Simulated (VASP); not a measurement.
# Si2N (P4_2/mnm) in VASP: relaxation of cell and atoms with r2SCAN

Aim: the relaxation of cell and atoms of Si2N with r2SCAN.

All numbers are computed with VASP 6.6.1; they aren't measurements. Logs are shortened: lines on timing, memory, paths and dates and some standing lists are left out, and cuts for length are marked.

### 1 The cell of the first run

Symmetry: P4_2/mnm, No. 136, tetragonal system. The conventional cell has a = 6.637 Å, b = 6.637 Å, c = 2.546 Å, α = 90.00°, β = 90.00°, γ = 90.00°. Within 2.8 Å of Si (site symmetry m2m) lie 2 N at 1.86 Å and 3 Si at 2.55 to 2.70 Å. N (site symmetry mmm) has 4 Si at 1.86 Å and 2 N at 2.55 Å within 2.6 Å.

### 2 Relaxation of cell and atoms, r2SCAN

Contents of POSCAR:

```
Si2N
1.0
    6.6372554736      0.0000000000      0.0000000000
    0.0000000000      6.6372554736      0.0000000000
    0.0000000000      0.0000000000      2.5457276446
Si N
4 2
Direct
    0.3561680164      0.3561680164      0.0000000000
    0.6438319836      0.6438319836      0.0000000000
    0.8561680164      0.1438319836      0.5000000000
    0.1438319836      0.8561680164      0.5000000000
    0.0000000000      0.0000000000      0.0000000000
    0.5000000000      0.5000000000      0.5000000000
```

Contents of INCAR.step1:

```
SYSTEM = Si2N
PREC = Accurate
ENCUT = 600
ISMEAR = 0
SIGMA = 0.1
LREAL = .False.
LASPH = .True.
NELM = 80
GGA = PE
ALGO = Normal
EDIFF = 1E-4
LWAVE = .True.
LCHARG = .False.
```

Contents of INCAR.step2:

```
SYSTEM = Si2N
PREC = Accurate
ENCUT = 600
EDIFF = 1E-7
ISMEAR = 0
SIGMA = 0.1
LREAL = .False.
LASPH = .True.
NELM = 80
ALGO = Normal
ISIF = 3
LWAVE = .False.
LCHARG = .False.
METAGGA = R2SCAN
LMIXTAU = .True.
IBRION = 2
NSW = 80
EDIFFG = -0.01
ISTART = 1
```

Contents of KPOINTS:

```
Automatic mesh
0
Gamma
  6 6 14
  0 0 0
```

Potentials or basis: VASP PAW PBE potentials, release 64 (Si, N).

Run with:

```sh
$ cat potpaw_PBE.64/Si/POTCAR potpaw_PBE.64/N/POTCAR > POTCAR
$ cp INCAR.step1 INCAR
$ mpirun -np 1 vasp_std > vasp.out
$ cp INCAR.step2 INCAR
$ mpirun -np 1 vasp_std > vasp.out
```

OUTCAR:

```text
SYSTEM = Si2N
   PREC = Accurate
   ENCUT = 600
   EDIFF = 1E-7
   ISMEAR = 0
   LREAL = .False.
   LASPH = .True.
   NELM = 80
   ISIF = 3
   METAGGA = R2SCAN
   IBRION = 2
   NSW = 80
   EDIFFG = -0.01
   ISTART = 1

 ion  position               nearest neighbor table
   1  0.356  0.356  0.000-   6 1.86   6 1.86   2 2.70
   2  0.644  0.644  0.000-   6 1.86   6 1.86   1 2.70
   3  0.856  0.144  0.500-   5 1.86   5 1.86   4 2.70
   4  0.144  0.856  0.500-   5 1.86   5 1.86   3 2.70
   5  0.000  0.000  0.000-   3 1.86   4 1.86   3 1.86   4 1.86
   6  0.500  0.500  0.500-   1 1.86   2 1.86   1 1.86   2 1.86

  LATTYP: Found a simple tetragonal cell.
 ALAT       =     6.6372554736
 C/A-ratio  =     0.3835512517

  Lattice vectors:

 A1 = (   6.6372554736,   0.0000000000,   0.0000000000)
 A2 = (   0.0000000000,   6.6372554736,   0.0000000000)
 A3 = (   0.0000000000,   0.0000000000,   2.5457276446)

Analysis of symmetry for initial positions (statically):
=====================================================================
 Subroutine PRICEL returns:
 Original cell was already a primitive cell.

 Routine SETGRP: Setting up the symmetry group for a
 simple tetragonal supercell.

 Subroutine GETGRP returns: Found 16 space group operations
 (whereof  8 operations were pure point group operations)
 out of a pool of 16 trial point group operations.

The static configuration has the point symmetry D_2h.
 The point group associated with its full space group is D_4h.

Analysis of symmetry for dynamics (positions and initial velocities):
=====================================================================
 Subroutine PRICEL returns:
 Original cell was already a primitive cell.

 Routine SETGRP: Setting up the symmetry group for a
 simple tetragonal supercell.

 Subroutine GETGRP returns: Found 16 space group operations
 (whereof  8 operations were pure point group operations)
 out of a pool of 16 trial point group operations.

The dynamic configuration has the point symmetry D_2h.
 The point group associated with its full space group is D_4h.

 Subroutine INISYM returns: Found 16 space group operations
 (whereof  8 operations are pure point group operations),
 and found     1 'primitive' translations

----------------------------------------------------------------------------------------

                                     Primitive cell

  volume of cell :     112.1473

  direct lattice vectors                    reciprocal lattice vectors
     6.637255474  0.000000000  0.000000000     0.150664684  0.000000000  0.000000000
     0.000000000  6.637255474  0.000000000     0.000000000  0.150664684  0.000000000
     0.000000000  0.000000000  2.545727645     0.000000000  0.000000000  0.392814998

  length of vectors
     6.637255474  6.637255474  2.545727645     0.150664684  0.150664684  0.392814998

  position of ions in fractional coordinates (direct lattice)
     0.356168016  0.356168016  0.000000000
     0.643831984  0.643831984  0.000000000
     0.856168016  0.143831984  0.500000000
     0.143831984  0.856168016  0.500000000
     0.000000000  0.000000000  0.000000000
     0.500000000  0.500000000  0.500000000

  ion indices of the primitive-cell ions
   primitive index   ion index
                 1           1
                 2           2
                 3           3
                 4           4
                 5           5
                 6           6

----------------------------------------------------------------------------------------

 KPOINTS: Automatic mesh

Automatic generation of k-mesh.
 Grid dimensions read from file:
 generate k-points for:    6    6   14

 Generating k-lattice:

  Cartesian coordinates                     Fractional coordinates (reciprocal lattice)
     0.025110781  0.000000000  0.000000000     0.166666667  0.000000000  0.000000000
     0.000000000  0.025110781  0.000000000     0.000000000  0.166666667  0.000000000
     0.000000000  0.000000000  0.028058214     0.000000000  0.000000000  0.071428571

  Length of vectors
     0.025110781  0.025110781  0.028058214

  Shift w.r.t. Gamma in fractional coordinates (k-lattice)
     0.000000000  0.000000000  0.000000000

 Subroutine IBZKPT returns following result:
 ===========================================

 Found     80 irreducible k-points:

 Following reciprocal coordinates:
            Coordinates               Weight
  0.000000  0.000000  0.000000      1.000000
  0.166667  0.000000  0.000000      4.000000
  0.333333  0.000000  0.000000      4.000000
  0.500000  0.000000  0.000000      2.000000
  0.166667  0.166667  0.000000      4.000000
  0.333333  0.166667  0.000000      8.000000
[... 16 lines left out ...]
  0.333333  0.000000  0.142857      8.000000
  0.500000  0.000000  0.142857      4.000000
 [... further k-points ...]
   k-points           NKPTS =     80   k-points in BZ     NKDIM =     80   number of bands    NBANDS=     17
   number of dos      NEDOS =    301   number of ions     NIONS =      6
   total plane-waves  NPLWV =  58320
   dimension x,y,z NGX =    54 NGY =   54 NGZ =   20
   dimension x,y,z NGXF=   108 NGYF=  108 NGZF=   40
   ions per type =               4   2
   NGX,Y,Z   is equivalent  to a cutoff of  13.53, 13.53, 13.06 a.u.
   NGXF,Y,Z  is equivalent  to a cutoff of  27.05, 27.05, 26.12 a.u.
 SYSTEM =  Si2N
   PREC   = accura    normal or accurate (medium, high low for compatibility)
   ISTART =      1    job   : 0-new  1-cont  2-samecut
   ICHARG =      0    charge: 1-file 2-atom 10-const
   ISPIN  =      1    spin polarized calculation?
   LNONCOLLINEAR =      F non collinear calculations
   LSORBIT =      F    spin-orbit coupling
   LASPH  =      T    aspherical Exc in radial PAW
   ENCUT  =  600.0 eV  44.10 Ry    6.64 a.u.  13.26 13.26  5.08*2*pi/ulx,y,z
   NELM   =     80;   NELMIN=  2; NELMDL=  0     # of ELM steps
   EDIFF  = 0.1E-06   stopping-criterion for ELM
   LREAL  =      F    real-space projection
   EDIFFG = -.1E-01   stopping-criterion for IOM
   NSW    =     80    number of steps for IOM
   IBRION =      2    ionic relax: 0-MD 1-quasi-New 2-CG
   NFREE  =      1    steps in history (QN), initial steepest desc. (CG)
   ISIF   =      3    stress and relaxation
   ISYM   =      2    0-nonsym 1-usesym 2-fastsym
   POTIM  = 0.5000    time-step for ionic-motion
   TEBEG  =    0.0;   TEEND  =   0.0 temperature during run
   PSTRESS=    0.0 pullay stress
   NELECT =      26.0000    total number of electrons
   NUPDOWN=      -1.0000    fix difference up-down
   EMIN   =  10.00;   EMAX   =-10.00  energy-range for DOS
   EFERMI =   0.00;   METHOD = LEGACY
   ISMEAR =     0;   SIGMA  =   0.10  broadening in eV -4-tet -1-fermi 0-gaus
   EFERMI_NEDOS =   21; number of points for ismear=-14 and -15
   IALGO  =     38    algorithm
   IMIX   =      4    mixing-type and parameters
     AMIX     =   0.40;   BMIX     =  1.00
     AMIX_MAG =   1.60;   BMIX_MAG =  1.00
  volume/ion in A,a.u.               =      18.69       126.13
  Fermi-wavevector in a.u.,A,eV,Ry     =   1.005703  1.900503 13.761448  1.011438
  Thomas-Fermi vector in A             =   2.138399
   LORBIT       =      0    0 simple, 1 ext, 2 COOP (PROOUT), +10 PAW based schemes
   METAGGA = R2SCAN    functional components
   LHFCALC =     F    Hartree Fock is set to
   AEXX    =    0.0000 exact exchange contribution
   IVDW    =     0    specifies the selected vdW correction
   LEPSILON=     F    determine dielectric tensor
   LRPA    =     F    only Hartree local field effects (RPA)
 conjugate gradient relaxation of ions
 non-spin polarized calculation
 Gauss-broadening in eV      SIGMA  =   0.10
  energy-cutoff  :      600.00
  volume of cell :      112.15
 maximum number of plane-waves:      3786
 NGX is ok and might be reduce to    54
   NGX = 27   NGY = 27   NGZ = 11

--------------------------------------- Ionic step        1  -------------------------------------------

 number of electron      26.0000003 magnetization

 Free energy of the ion-electron system (eV)
  ---------------------------------------------------
  ext. energy  EPLUGINS =         0.00000000
  ---------------------------------------------------
  free energy    TOTEN  =       -49.58032233 eV

  energy without entropy =      -49.57364696  energy(sigma->0) =      -49.57698465

------------------------ aborting loop because EDIFF is reached ----------------------------------------

  FORCE on cell =-STRESS in cart. coord.  units (eV):
  Direction    XX          YY          ZZ          XY          YZ          ZX
  --------------------------------------------------------------------------------------
  -------------------------------------------------------------------------------------
  Total        0.2028169      0.2028169     -1.1682539     -0.0000000      0.0000000      0.0000000
  in kB        2.8975158      2.8975158    -16.6900951     -0.0000000      0.0000000      0.0000000
  external PRESSURE =      -3.6316878 kB  Pullay stress =       0.0000000 kB
[... 227 lines left out ...]
--------------------------------------- Ionic step        7  -------------------------------------------

 number of electron      26.0000004 magnetization

 E-fermi :   4.5213     XC(G=0):  -9.3590

 val. band max:        4.5206515938   @ k =   0.5000   0.3333   0.2143
 cond. band min:       4.6377719875   @ k =   0.1667   0.0000   0.3571
 fundamental gap:      0.1171203937
 Fermi energy:         4.5213485461

 k-point     1 :       0.0000    0.0000    0.0000
  band No.  band energies     occupation
      1     -15.5392      2.00000
      2     -15.4429      2.00000
      3      -7.1243      2.00000
      4      -7.1243      2.00000
      5      -2.6196      2.00000
      6      -2.2148      2.00000
[... 457 lines left out ...]
      4      -6.7362      2.00000
      5      -2.5167      2.00000
      6      -2.5167      2.00000
[... 9 lines left out ...]
     16       7.0083      0.00000
     17       9.2430      0.00000

 [... further k-points ...]
[... 5 lines left out ...]
  --------------------------------------------------------------------------------------
  -------------------------------------------------------------------------------------
  Total        0.0082489      0.0082489      0.0028901      0.0000000      0.0000000      0.0000000
  in kB        0.1169254      0.1169254      0.0409654      0.0000000      0.0000000      0.0000000
  external PRESSURE =       0.0916054 kB  Pullay stress =       0.0000000 kB
[... 67 lines left out ...]
--------------------------------------- Ionic step        9  -------------------------------------------

 number of electron      26.0000004 magnetization

 Free energy of the ion-electron system (eV)
  ---------------------------------------------------
  ext. energy  EPLUGINS =         0.00000000
  ---------------------------------------------------
  free energy    TOTEN  =       -49.58571543 eV

  energy without entropy =      -49.58057365  energy(sigma->0) =      -49.58314454

 E-fermi :   4.4936     XC(G=0):  -9.3408

 val. band max:        4.4934840711   @ k =   0.5000   0.3333   0.2143
 cond. band min:       4.6167238215   @ k =   0.0000   0.0000   0.4286
 fundamental gap:      0.1232397505
 Fermi energy:         4.4936155788

 k-point     1 :       0.0000    0.0000    0.0000
  band No.  band energies     occupation
      1     -15.5780      2.00000
      2     -15.4836      2.00000
      3      -7.1558      2.00000
      4      -7.1558      2.00000
      5      -2.6387      2.00000
      6      -2.2459      2.00000
[... 457 lines left out ...]
      4      -6.7682      2.00000
      5      -2.5378      2.00000
      6      -2.5378      2.00000
[... 9 lines left out ...]
     16       6.9684      0.00000
     17       9.2000      0.00000

 [... further k-points ...]
[... 5 lines left out ...]
  --------------------------------------------------------------------------------------
  -------------------------------------------------------------------------------------
  Total        0.0178670      0.0178670     -0.0213962      0.0000000      0.0000000      0.0000000
  in kB        0.2523853      0.2523853     -0.3022384      0.0000000      0.0000000      0.0000000
  external PRESSURE =       0.0675107 kB  Pullay stress =       0.0000000 kB
[... 21 lines left out ...]
  FREE ENERGIE OF THE ION-ELECTRON SYSTEM (eV)
  ---------------------------------------------------
  free  energy   TOTEN  =       -49.5857154317 eV

  energy  without entropy=      -49.5805736504  energy(sigma->0) =      -49.58314454

 reached required accuracy - stopping structural energy minimisation
```

Wall time 1.7 h (1 thread of Oxide Virtual Turin-like, shared host); peak memory 0.32 GiB.

What came out:

| Quantity | Value |
| --- | --- |
| Free energy | -49.5857 eV |
| Relaxed volume | 18.90 Å³/atom |
| Relaxed cell | a = 6.692 Å, b = 6.692 Å, c = 2.533 Å, α = 90.00°, β = 90.00°, γ = 90.00° |
| Space group after relaxing (to 0.1 Å) | P4_2/mnm (No. 136) |
| Energy gained by relaxing | 0.9 meV/atom |
| Ionic steps | 9 |
| Pressure after relaxing | 0.0 GPa |
| Largest force after relaxing | 0.005 eV/Å |
| Band gap on the k mesh | zero (bands 13 and 14 overlap by 2.57 eV) |

Forces on the atoms (eV/Å):
```
Si  -0.004 -0.004  0.000
Si   0.004  0.004  0.000
Si  -0.004  0.004  0.000
Si   0.004 -0.004  0.000
N    0.000  0.000  0.000
N    0.000  0.000  0.000
```

Step by step:
```csv
step,energy change (eV),largest force (eV/Å),pressure (GPa),volume (Å³)
1,0.0000,0.0266,-0.36,112.15
2,-0.0018,0.0170,0.73,111.46
3,-0.0036,0.0014,0.28,111.74
4,-0.0041,0.0557,0.08,112.16
5,-0.0042,0.0732,0.02,112.29
6,-0.0046,0.0565,0.01,112.53
7,-0.0053,0.0223,0.01,113.03
8,-0.0050,0.0471,0.01,114.03
9,-0.0054,0.0052,0.01,113.42
```

Final structure:
```
Si N
1.0
     6.69203    0.00000    0.00000
     0.00000    6.69203    0.00000
     0.00000    0.00000    2.53269
Si N
4 2
Direct
  0.35717 0.35717 0.00000
  0.64283 0.64283 0.00000
  0.85717 0.14283 0.50000
  0.14283 0.85717 0.50000
  0.00000 0.00000 0.00000
  0.50000 0.50000 0.50000
```

Caveat: the PAW data sets were made with another functional, which shifts forces and pressure a little.

The gap in the log of VASP goes by the Fermi energy; the results here count the filled bands.